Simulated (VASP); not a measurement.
# CaSe (F-43m) in VASP: further runs, part 2 of 2

VASP 6.6.1. The steps go on from the part before.

### 3 Single point, r2SCAN (volume scaled by 0.960)

POSCAR reads:

```
CaSe
1.0
    0.0000000000      3.2351829610      3.2351829610
    3.2351829610      0.0000000000      3.2351829610
    3.2351829610      3.2351829610      0.0000000000
Ca Se
1 1
Direct
    0.0000000000      0.0000000000      0.0000000000
    0.2500000000      0.2500000000      0.2500000000
```

INCAR.step1 reads:

```
SYSTEM = CaSe
PREC = Accurate ; ENCUT = 520
ISMEAR = 0 ; SIGMA = 0.05
LREAL = .FALSE. ; LASPH = .TRUE.
NELM = 100 ; NBANDS = 15
GGA = PE ; ALGO = Normal
EDIFF = 1E-4 ; LWAVE = .TRUE.
LCHARG = .FALSE.
```

INCAR.step2 reads:

```
SYSTEM = CaSe
PREC = Accurate ; ENCUT = 520
EDIFF = 1E-6 ; ISMEAR = 0
SIGMA = 0.05 ; LREAL = .FALSE.
LASPH = .TRUE. ; NELM = 100
ALGO = Normal ; ISIF = 2
LWAVE = .FALSE. ; LCHARG = .TRUE.
METAGGA = R2SCAN ; LMIXTAU = .TRUE.
LELF = .TRUE. ; LVHAR = .TRUE.
NBANDS = 15 ; ISTART = 1
```

KPOINTS reads:

```
Automatic mesh
0
G
  6 6 6
  0 0 0
```

Potentials or basis: VASP PAW PBE potentials, release 64 (Ca_sv, Se).

Run with:

```
> cat potpaw_PBE.64/Ca_sv/POTCAR potpaw_PBE.64/Se/POTCAR > POTCAR
> cp INCAR.step1 INCAR
> mpirun -np 1 vasp_std > vasp.out
> cp INCAR.step2 INCAR
> mpirun -np 1 vasp_std > vasp.out
```

OUTCAR:

```text
SYSTEM = CaSe
   PREC = Accurate
   ENCUT = 520
   EDIFF = 1E-6
   ISMEAR = 0
   LREAL = .FALSE.
   LASPH = .TRUE.
   NELM = 100
   ISIF = 2
   METAGGA = R2SCAN
   ISTART = 1

 ion  position               nearest neighbor table
   1  0.000  0.000  0.000-   2 2.80   2 2.80   2 2.80   2 2.80
   2  0.250  0.250  0.250-   1 2.80   1 2.80   1 2.80   1 2.80

  LATTYP: Found a face centered cubic cell.
 ALAT       =     6.4703659220

  Lattice vectors:

 A1 = (   0.0000000000,   3.2351829610,   3.2351829610)
 A2 = (   3.2351829610,   0.0000000000,   3.2351829610)
 A3 = (   3.2351829610,   3.2351829610,   0.0000000000)

Analysis of symmetry for initial positions (statically):
=====================================================================
 Subroutine PRICEL returns:
 Original cell was already a primitive cell.

 Routine SETGRP: Setting up the symmetry group for a
 face centered cubic supercell.

 Subroutine GETGRP returns: Found 24 space group operations
 (whereof 24 operations were pure point group operations)
 out of a pool of 48 trial point group operations.

The static configuration has the point symmetry T_d .

Analysis of symmetry for dynamics (positions and initial velocities):
=====================================================================
 Subroutine PRICEL returns:
 Original cell was already a primitive cell.

 Routine SETGRP: Setting up the symmetry group for a
 face centered cubic supercell.

 Subroutine GETGRP returns: Found 24 space group operations
 (whereof 24 operations were pure point group operations)
 out of a pool of 48 trial point group operations.

The dynamic configuration has the point symmetry T_d .

 Subroutine INISYM returns: Found 24 space group operations
 (whereof 24 operations are pure point group operations),
 and found     1 'primitive' translations

----------------------------------------------------------------------------------------

                                     Primitive cell

[... 110 lines left out ...]
   LEPSILON=     F    determine dielectric tensor
   LRPA    =     F    only Hartree local field effects (RPA)
 non-spin polarized calculation
 Gauss-broadening in eV      SIGMA  =   0.05
  energy-cutoff  :      520.00
  volume of cell :       67.72
 maximum number of plane-waves:      1853
 NGX is ok and might be reduce to    36
   NGX = 17   NGY = 17   NGZ = 17

 number of electron      16.0000001 magnetization

 Free energy of the ion-electron system (eV)
  ---------------------------------------------------
  ext. energy  EPLUGINS =         0.00000000
  ---------------------------------------------------
  free energy    TOTEN  =       -25.34298442 eV

  energy without entropy =      -25.34298442  energy(sigma->0) =      -25.34298442

 E-fermi :  -0.1447     XC(G=0):  -8.1765

 val. band max:       -0.4264946295   @ k =  -0.3333   0.1667   0.0000
 cond. band min:       3.4009835107   @ k =   0.0000   0.0000   0.0000
 fundamental gap:      3.8274781402
 Fermi energy:        -0.1447042144

 k-point     1 :       0.0000    0.0000    0.0000
  band No.  band energies     occupation
      1     -40.8367      2.00000
      2     -20.9794      2.00000
      3     -20.9794      2.00000
      4     -20.9794      2.00000
      5     -11.1939      2.00000
      6      -0.5319      2.00000
      7      -0.5319      2.00000
      8      -0.5319      2.00000
      9       3.4010      0.00000
     10       5.6193      0.00000
     11       5.6193      0.00000
     12       7.7889      0.00000
     13       7.7889      0.00000
     14       7.7889      0.00000
[... 257 lines left out ...]
      2     -21.0369      2.00000
      3     -21.0017      2.00000
      4     -20.9966      2.00000
      5     -10.7904      2.00000
      6      -1.4532      2.00000
      7      -0.8246      2.00000
      8      -0.5094      2.00000
      9       3.6841      0.00000
     10       5.1988      0.00000
     11       6.2582      0.00000
     12       6.5026      0.00000
     13       7.0819      0.00000
     14       8.8311      0.00000
     15       9.8506      0.00000

------------------------ aborting loop because EDIFF is reached ----------------------------------------

  FORCE on cell =-STRESS in cart. coord.  units (eV):
  Direction    XX          YY          ZZ          XY          YZ          ZX
  --------------------------------------------------------------------------------------
  -------------------------------------------------------------------------------------
  Total        0.7515662      0.7515662      0.7515662      0.0000000     -0.0000000      0.0000000
  in kB       17.7808002     17.7808002     17.7808002      0.0000000     -0.0000000      0.0000000
  external PRESSURE =      17.7808002 kB  Pullay stress =       0.0000000 kB

 VOLUME and BASIS-vectors are now :
 -----------------------------------------------------------------------------
  energy-cutoff  :      520.00
  volume of cell :       67.72
      direct lattice vectors                 reciprocal lattice vectors
     0.000000000  3.235182961  3.235182961    -0.154550765  0.154550765  0.154550765
     3.235182961  0.000000000  3.235182961     0.154550765 -0.154550765  0.154550765
     3.235182961  3.235182961  0.000000000     0.154550765  0.154550765 -0.154550765

 POSITION                                       TOTAL-FORCE (eV/Angst)
 -----------------------------------------------------------------------------------
      0.00000      0.00000      0.00000         0.000000      0.000000      0.000000
      1.61759      1.61759      1.61759        -0.000000     -0.000000     -0.000000
 -----------------------------------------------------------------------------------
    total drift:                               -0.000000     -0.000000     -0.000000

  FREE ENERGIE OF THE ION-ELECTRON SYSTEM (eV)
  ---------------------------------------------------
  free  energy   TOTEN  =       -25.3429844223 eV

  energy  without entropy=      -25.3429844223  energy(sigma->0) =      -25.34298442
```

Run time: 63 s. Hardware: 1 thread of Intel Xeon Platinum 8124M at 3.00GHz (Skylake/Cascade Lake), shared host; peak memory 0.22 GiB.

Results:

| Quantity | Value |
| --- | --- |
| Free energy | -25.3430 eV |
| Pressure | 1.8 GPa |
| Band gap on the k mesh | 3.83 eV, indirect (least direct gap 3.93 eV) |

Levels at points of the mesh, in eV from the valence-band top:
| k point | band 5 | band 6 | band 7 | band 8 | band 9 | band 10 | band 11 | band 12 |
| --- | --- | --- | --- | --- | --- | --- | --- | --- |
| (0.00, 0.00, 0.00) | -10.77 | -0.11 | -0.11 | -0.11 | 3.83 | 6.05 | 6.05 | 8.22 |
| (0.50, 0.00, 0.00) | -10.46 | -1.27 | -0.01 | -0.01 | 5.72 | 6.18 | 6.18 | 6.57 |
| (0.50, 0.50, 0.00) | -10.36 | -1.30 | -0.03 | -0.03 | 3.91 | 5.66 | 6.85 | 6.85 |

Caveat: the PAW data sets were made with another functional, which shifts forces and pressure a little. A k mesh can miss the band edges.
